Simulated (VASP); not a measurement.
# TlCl (Pm-3m) in VASP: further runs

TlCl is run at these levels: r2SCAN; tasks: phonons.

All numbers are computed with VASP 6.6.1; they aren't measurements. Logs are shortened: lines on timing, memory, paths and dates and some standing lists are left out, and cuts for length are marked.

## 1. The cell of the first run

Symmetry: Pm-3m, No. 221, cubic system. The conventional cell has a = 3.837 Å, b = 3.837 Å, c = 3.837 Å, α = 90.00°, β = 90.00°, γ = 90.00°. Tl (site symmetry m-3m) has 8 Cl at 3.32 Å and 6 Tl at 3.84 Å within 4.4 Å. Cl (site symmetry m-3m) has 8 Tl at 3.32 Å and 6 Cl at 3.84 Å within 4.4 Å.

## 2. Phonons, r2SCAN

Input file INCAR:

```
PREC = Accurate ; ENCUT = 550
EDIFF = 1E-8 ; ISMEAR = 0
SIGMA = 0.01 ; LREAL = F
LASPH = T ; NELM = 120
ALGO = Normal ; ISIF = 2
LWAVE = F ; LCHARG = T
METAGGA = R2SCAN ; LMIXTAU = T
NBANDS = 17 ; IBRION = 6
NFREE = 2 ; POTIM = 0.015
NSW = 1 ; GGA_COMPAT = F
```

Input file KPOINTS:

```
regular mesh
0
Gamma
  6 6 6
```

Input file POSCAR:

```
TlCl
1.0
    3.8370137785      0.0000000000      0.0000000000
    0.0000000000      3.8370137785      0.0000000000
    0.0000000000      0.0000000000      3.8370137785
Tl Cl
1 1
Direct
    0.0000000000      0.0000000000      0.0000000000
    0.5000000000      0.5000000000      0.5000000000
```

Potentials or basis: VASP PAW PBE potentials, release 64 (Tl_d, Cl).

Command:

```console
$ cat potpaw_PBE.64/Tl_d/POTCAR potpaw_PBE.64/Cl/POTCAR > POTCAR
$ mpirun -np 1 vasp_std > vasp.out
```

OUTCAR:

```text
PREC = Accurate
   ENCUT = 550
   EDIFF = 1E-8
   ISMEAR = 0
   LREAL = F
   LASPH = T
   NELM = 120
   ISIF = 2
   METAGGA = R2SCAN
   IBRION = 6
   NFREE = 2
   POTIM = 0.015
   NSW = 1

 ion  position               nearest neighbor table
   1  0.000  0.000  0.000-   2 3.32   2 3.32   2 3.32   2 3.32   2 3.32   2 3.32   2 3.32   2 3.32

   2  0.500  0.500  0.500-   1 3.32   1 3.32   1 3.32   1 3.32   1 3.32   1 3.32   1 3.32   1 3.32

  LATTYP: Found a simple cubic cell.
 ALAT       =     3.8370137785

  Lattice vectors:

 A1 = (   3.8370137785,   0.0000000000,   0.0000000000)
 A2 = (   0.0000000000,   3.8370137785,   0.0000000000)
 A3 = (   0.0000000000,   0.0000000000,   3.8370137785)

Analysis of symmetry for initial positions (statically):
=====================================================================
 Subroutine PRICEL returns:
 Original cell was already a primitive cell.

 Routine SETGRP: Setting up the symmetry group for a
 simple cubic supercell.

 Subroutine GETGRP returns: Found 48 space group operations
 (whereof 48 operations were pure point group operations)
 out of a pool of 48 trial point group operations.

The static configuration has the point symmetry O_h .

Analysis of symmetry for dynamics (positions and initial velocities):
=====================================================================
 Subroutine PRICEL returns:
 Original cell was already a primitive cell.

 Routine SETGRP: Setting up the symmetry group for a
 simple cubic supercell.

 Subroutine GETGRP returns: Found 48 space group operations
 (whereof 48 operations were pure point group operations)
 out of a pool of 48 trial point group operations.

The dynamic configuration has the point symmetry O_h .

 Subroutine INISYM returns: Found 48 space group operations
 (whereof 48 operations are pure point group operations),
 and found     1 'primitive' translations

----------------------------------------------------------------------------------------

                                     Primitive cell

  volume of cell :      56.4911

[... 141 lines left out ...]
  Total       -0.0067777     -0.0067777     -0.0067777     -0.0000000      0.0000000     -0.0000000
  in kB       -0.1922252     -0.1922252     -0.1922252     -0.0000000      0.0000000     -0.0000000
  external PRESSURE =      -0.1922252 kB  Pullay stress =       0.0000000 kB
[... 131 lines left out ...]
--------------------------------------- Ionic step        5  -------------------------------------------

 number of electron      20.0000003 magnetization

 Free energy of the ion-electron system (eV)
  ---------------------------------------------------
  ext. energy  EPLUGINS =         0.00000000
  ---------------------------------------------------
  free energy    TOTEN  =       -61.54945292 eV

  energy without entropy =      -61.54945292  energy(sigma->0) =      -61.54945292

 E-fermi :   2.4688     XC(G=0):  -9.6166

 val. band max:        2.3950419106   @ k =   0.0000   0.5000   0.0000
 cond. band min:       4.9073814921   @ k =   0.5000   0.0000   0.0000
 fundamental gap:      2.5123395815
 Fermi energy:         2.4687926287

 k-point     1 :       0.0000    0.0000    0.0000
  band No.  band energies     occupation
      1     -12.0026      2.00000
      2      -7.8787      2.00000
      3      -7.8787      2.00000
      4      -7.6295      2.00000
      5      -7.6295      2.00000
      6      -7.6295      2.00000
[... 457 lines left out ...]
      4      -7.6628      2.00000
      5      -7.6500      2.00000
      6      -7.6438      2.00000
[... 9 lines left out ...]
     16      15.5195      0.00000
     17      16.0514      0.00000

 [... further k-points ...]

------------------------ aborting loop because EDIFF is reached ----------------------------------------

  FORCE on cell =-STRESS in cart. coord.  units (eV):
  Direction    XX          YY          ZZ          XY          YZ          ZX
  --------------------------------------------------------------------------------------
  -------------------------------------------------------------------------------------
  Total       -0.0064178     -0.0067330     -0.0067330     -0.0000000      0.0000000      0.0000000
  in kB       -0.1820195     -0.1909585     -0.1909585     -0.0000000      0.0000000      0.0000000
  external PRESSURE =      -0.1879789 kB  Pullay stress =       0.0000000 kB
[... 17 lines left out ...]
  FREE ENERGIE OF THE ION-ELECTRON SYSTEM (eV)
  ---------------------------------------------------
  free  energy   TOTEN  =       -61.5494529168 eV

  energy  without entropy=      -61.5494529168  energy(sigma->0) =      -61.54945292

 INTERNAL STRAIN TENSORS FROM DISPLACED ATOMS
 ============================================

 INTERNAL STRAIN TENSOR FOR ION    1 for displacements in x,y,z  (eV/Angst):
          X           Y           Z          XY          YZ          ZX
  --------------------------------------------------------------------------------
  x     0.00000     0.00000     0.00000     0.00000     0.00000     0.00000
  y     0.00000     0.00000     0.00000     0.00000     0.00000     0.00000
  z     0.00000     0.00000     0.00000     0.00000     0.00000     0.00000

 INTERNAL STRAIN TENSOR FOR ION    2 for displacements in x,y,z  (eV/Angst):
          X           Y           Z          XY          YZ          ZX
  --------------------------------------------------------------------------------
  x     0.00000     0.00000     0.00000     0.00000     0.00000     0.00000
  y     0.00000     0.00000     0.00000     0.00000     0.00000     0.00000
  z     0.00000     0.00000     0.00000     0.00000     0.00000     0.00000

 Eigenvectors and eigenvalues of the dynamical matrix
 ----------------------------------------------------

   1 f  =    1.445365 THz     9.081498 2PiTHz   48.212199 cm-1     5.977548 meV
             X         Y         Z           dx          dy          dz
      0.000000  0.000000  0.000000     0.361593    0.000000    0.000000
      1.918507  1.918507  1.918507    -0.932336    0.000000    0.000000
[... 21 lines left out ...]
   6 f/i=    0.035660 THz     0.224058 2PiTHz    1.189486 cm-1     0.147477 meV
             X         Y         Z           dx          dy          dz
      0.000000  0.000000  0.000000    -0.094788   -0.927505   -0.000000
      1.918507  1.918507  1.918507    -0.036762   -0.359719    0.000000

 ELASTIC MODULI CONTR FROM IONIC RELAXATION (kBar)
 Direction    XX          YY          ZZ          XY          YZ          ZX
 --------------------------------------------------------------------------------
 XX           0.0000      0.0000      0.0000      0.0000      0.0000      0.0000
 YY           0.0000      0.0000      0.0000      0.0000      0.0000      0.0000
 ZZ           0.0000      0.0000      0.0000      0.0000      0.0000      0.0000
 XY           0.0000      0.0000      0.0000      0.0000      0.0000      0.0000
 YZ           0.0000      0.0000      0.0000      0.0000      0.0000      0.0000
 ZX           0.0000      0.0000      0.0000      0.0000      0.0000      0.0000
 --------------------------------------------------------------------------------
```

OSZICAR:

```text
N       E                     dE             d eps       ncg     rms          rms(c)
DAV:   1     0.464081773936E+02    0.46408E+02   -0.10555E+04   680   0.112E+03
DAV:   2    -0.628747217499E+02   -0.10928E+03   -0.10568E+03   845   0.242E+02
DAV:   3    -0.671983921744E+02   -0.43237E+01   -0.43067E+01   773   0.427E+01
[... 75 lines left out ...]
DAV:   7    -0.615494429421E+02    0.94487E-05   -0.12783E-05  1551   0.295E-02    0.123E-02
DAV:   8    -0.615494513985E+02   -0.84565E-05   -0.37815E-06  1422   0.145E-02    0.596E-03
DAV:   9    -0.615494528565E+02   -0.14580E-05   -0.13609E-06  1519   0.867E-03    0.664E-04
DAV:  10    -0.615494528999E+02   -0.43419E-07   -0.16417E-07  1430   0.344E-03    0.142E-03
DAV:  11    -0.615494529187E+02   -0.18734E-07   -0.22290E-08  1370   0.125E-03    0.493E-04
DAV:  12    -0.615494529168E+02    0.18595E-08   -0.81368E-09  1133   0.885E-04
   5 F= -.61549453E+02 E0= -.61549453E+02  d E =-.167993E-27
```

stdout:

```text
POSCAR found type information on POSCAR TlCl
 POSCAR found :  2 types and       2 ions
 scaLAPACK will be used
 -----------------------------------------------------------------------------
|                                                                             |
|                                                                             |
|     You enforced a specific xc type in the INCAR file but a different       |
|     I HOPE YOU KNOW WHAT YOU ARE DOING!                                     |
|                                                                             |
 -----------------------------------------------------------------------------

 LDA part: xc-table for (None), standard interpolation
 POSCAR, INCAR and KPOINTS ok, starting setup
 FFT: planning ... GRIDC
 FFT: planning ... GRID_SOFT
 FFT: planning ... GRID
 WAVECAR not read
 entering main loop
 Found     2 degrees of freedom:
 Finite differences POTIM= 0.01500 DOF=   2
 bond charge predicted
 Finite differences progress:
 bond charge predicted
 Finite differences progress:
 bond charge predicted
 Finite differences progress:
 bond charge predicted
 Finite differences progress:
```

It took 4.4 min on 1 thread of Intel Xeon 6975P-C (Granite Rapids), shared host; peak memory 0.21 GiB.

Results:

```
Highest phonon frequency at Γ, LO-TO splitting left out : 48 cm⁻¹
```

Phonon frequencies in cm⁻¹ (negative: imaginary):
| q point | frequencies |
| --- | --- |
| (0.000, 0.000, 0.000) | -1 -1 -1 48 48 48 |

Caveat: the PAW data sets were made with another functional, which shifts forces and pressure a little; spin-orbit coupling is left out, which moves the levels of the heavy elements.

## 3. Phonons, r2SCAN

Input file INCAR:

```
SYSTEM = TlCl
PREC = Accurate ; ENCUT = 550
EDIFF = 1E-8 ; ISMEAR = 0
SIGMA = 0.01 ; LREAL = .False.
LASPH = .True. ; NELM = 120
ALGO = Normal ; ISIF = 2
LWAVE = .False. ; LCHARG = .False.
METAGGA = R2SCAN ; LMIXTAU = .True.
IBRION = 6 ; NFREE = 2
POTIM = 0.015 ; NSW = 1
GGA_COMPAT = .False.
```

Input file KPOINTS:

```
Automatic mesh
0
Gamma
  6 6 6
  0 0 0
```

POSCAR is that of step 2.

Potentials or basis: VASP PAW PBE potentials, release 64 (Tl_d, Cl).

Command:

```console
$ cat potpaw_PBE.64/Tl_d/POTCAR potpaw_PBE.64/Cl/POTCAR > POTCAR
$ mpirun -np 1 vasp_std > vasp.out
```

OUTCAR:

```text
SYSTEM = TlCl
   PREC = Accurate
   ENCUT = 550
   EDIFF = 1E-8
   ISMEAR = 0
   LREAL = .False.
   LASPH = .True.
   NELM = 120
   ISIF = 2
   METAGGA = R2SCAN
   IBRION = 6
   NFREE = 2
   POTIM = 0.015
   NSW = 1

 ion  position               nearest neighbor table
   1  0.000  0.000  0.000-   2 3.32   2 3.32   2 3.32   2 3.32   2 3.32   2 3.32   2 3.32   2 3.32

   2  0.500  0.500  0.500-   1 3.32   1 3.32   1 3.32   1 3.32   1 3.32   1 3.32   1 3.32   1 3.32

  LATTYP: Found a simple cubic cell.
 ALAT       =     3.8370137785

  Lattice vectors:

 A1 = (   3.8370137785,   0.0000000000,   0.0000000000)
 A2 = (   0.0000000000,   3.8370137785,   0.0000000000)
 A3 = (   0.0000000000,   0.0000000000,   3.8370137785)

Analysis of symmetry for initial positions (statically):
=====================================================================
 Subroutine PRICEL returns:
 Original cell was already a primitive cell.

 Routine SETGRP: Setting up the symmetry group for a
 simple cubic supercell.

 Subroutine GETGRP returns: Found 48 space group operations
 (whereof 48 operations were pure point group operations)
 out of a pool of 48 trial point group operations.

The static configuration has the point symmetry O_h .

Analysis of symmetry for dynamics (positions and initial velocities):
=====================================================================
 Subroutine PRICEL returns:
 Original cell was already a primitive cell.

 Routine SETGRP: Setting up the symmetry group for a
 simple cubic supercell.

 Subroutine GETGRP returns: Found 48 space group operations
 (whereof 48 operations were pure point group operations)
[... 314 lines left out ...]
      5      -7.6295      2.00000
      6      -7.6295      2.00000
      7      -2.1053      2.00000
      8       0.7990      2.00000
      9       0.7990      2.00000
     10       0.7994      2.00000
     11      10.6865      0.00000
     12      10.7328      0.00000
     13      10.7328      0.00000
     14      10.7702      0.00000
[... 377 lines left out ...]
      1     -11.8918      2.00000
      2      -7.8524      2.00000
      3      -7.8081      2.00000
      4      -7.6628      2.00000
      5      -7.6500      2.00000
      6      -7.6438      2.00000
      7      -2.4501      2.00000
      8       0.4128      2.00000
      9       0.9801      2.00000
     10       1.6177      2.00000
     11       8.1079      0.00000
     12       9.0182      0.00000
     13      10.2842      0.00000
     14      11.7431      0.00000

 [... further k-points ...]

------------------------ aborting loop because EDIFF is reached ----------------------------------------

  FORCE on cell =-STRESS in cart. coord.  units (eV):
  Direction    XX          YY          ZZ          XY          YZ          ZX
  --------------------------------------------------------------------------------------
  -------------------------------------------------------------------------------------
  Total       -0.0064445     -0.0067602     -0.0067602     -0.0000000      0.0000000      0.0000000
  in kB       -0.1827755     -0.1917288     -0.1917288     -0.0000000      0.0000000      0.0000000
  external PRESSURE =      -0.1887444 kB  Pullay stress =       0.0000000 kB
[... 17 lines left out ...]
  FREE ENERGIE OF THE ION-ELECTRON SYSTEM (eV)
  ---------------------------------------------------
  free  energy   TOTEN  =       -61.5494529217 eV

  energy  without entropy=      -61.5494529217  energy(sigma->0) =      -61.54945292

 INTERNAL STRAIN TENSORS FROM DISPLACED ATOMS
 ============================================

 INTERNAL STRAIN TENSOR FOR ION    1 for displacements in x,y,z  (eV/Angst):
          X           Y           Z          XY          YZ          ZX
  --------------------------------------------------------------------------------
  x     0.00000     0.00000     0.00000     0.00000     0.00000     0.00000
  y     0.00000     0.00000     0.00000     0.00000     0.00000     0.00000
  z     0.00000     0.00000     0.00000     0.00000     0.00000     0.00000

 INTERNAL STRAIN TENSOR FOR ION    2 for displacements in x,y,z  (eV/Angst):
          X           Y           Z          XY          YZ          ZX
  --------------------------------------------------------------------------------
  x     0.00000     0.00000     0.00000     0.00000     0.00000     0.00000
  y     0.00000     0.00000     0.00000     0.00000     0.00000     0.00000
  z     0.00000     0.00000     0.00000     0.00000     0.00000     0.00000

 Eigenvectors and eigenvalues of the dynamical matrix
 ----------------------------------------------------

   1 f  =    1.425521 THz     8.956813 2PiTHz   47.550265 cm-1     5.895479 meV
             X         Y         Z           dx          dy          dz
      0.000000  0.000000  0.000000     0.366431    0.000000    0.000000
      1.918507  1.918507  1.918507    -0.930445   -0.000000   -0.000000
[... 21 lines left out ...]
   6 f/i=    0.027762 THz     0.174433 2PiTHz    0.926034 cm-1     0.114814 meV
             X         Y         Z           dx          dy          dz
      0.000000  0.000000  0.000000    -0.171878   -0.883764    0.234835
      1.918507  1.918507  1.918507    -0.067690   -0.348047    0.092483

 ELASTIC MODULI CONTR FROM IONIC RELAXATION (kBar)
 Direction    XX          YY          ZZ          XY          YZ          ZX
 --------------------------------------------------------------------------------
 XX           0.0000      0.0000      0.0000      0.0000      0.0000      0.0000
 YY           0.0000      0.0000      0.0000      0.0000      0.0000      0.0000
 ZZ           0.0000      0.0000      0.0000      0.0000      0.0000      0.0000
 XY           0.0000      0.0000      0.0000      0.0000      0.0000      0.0000
 YZ           0.0000      0.0000      0.0000      0.0000      0.0000      0.0000
 ZX           0.0000      0.0000      0.0000      0.0000      0.0000      0.0000
 --------------------------------------------------------------------------------
```

stdout:

```text
POSCAR found type information on POSCAR TlCl
 POSCAR found :  2 types and       2 ions
 scaLAPACK will be used
 -----------------------------------------------------------------------------
|                                                                             |
|                                                                             |
|     You enforced a specific xc type in the INCAR file but a different       |
|     I HOPE YOU KNOW WHAT YOU ARE DOING!                                     |
|                                                                             |
 -----------------------------------------------------------------------------

 LDA part: xc-table for (None), standard interpolation
 POSCAR, INCAR and KPOINTS ok, starting setup
 FFT: planning ... GRIDC
 FFT: planning ... GRID_SOFT
 FFT: planning ... GRID
 WAVECAR not read
 entering main loop
 Found     2 degrees of freedom:
 Finite differences POTIM= 0.01500 DOF=   2
 bond charge predicted
 Finite differences progress:
 bond charge predicted
 Finite differences progress:
 bond charge predicted
 Finite differences progress:
 bond charge predicted
 Finite differences progress:
```

Wall time 5 min (1 thread of Intel Xeon 6975P-C (Granite Rapids), shared host); peak memory 0.21 GiB.

Results:

```
Highest phonon frequency at Γ, LO-TO splitting left out : 48 cm⁻¹
```

Phonon frequencies in cm⁻¹ (negative: imaginary):
| q point | frequencies |
| --- | --- |
| (0.000, 0.000, 0.000) | -1 -1 -1 48 48 48 |

Caveat: the PAW data sets were made with another functional, which shifts forces and pressure a little; spin-orbit coupling is left out, which moves the levels of the heavy elements.
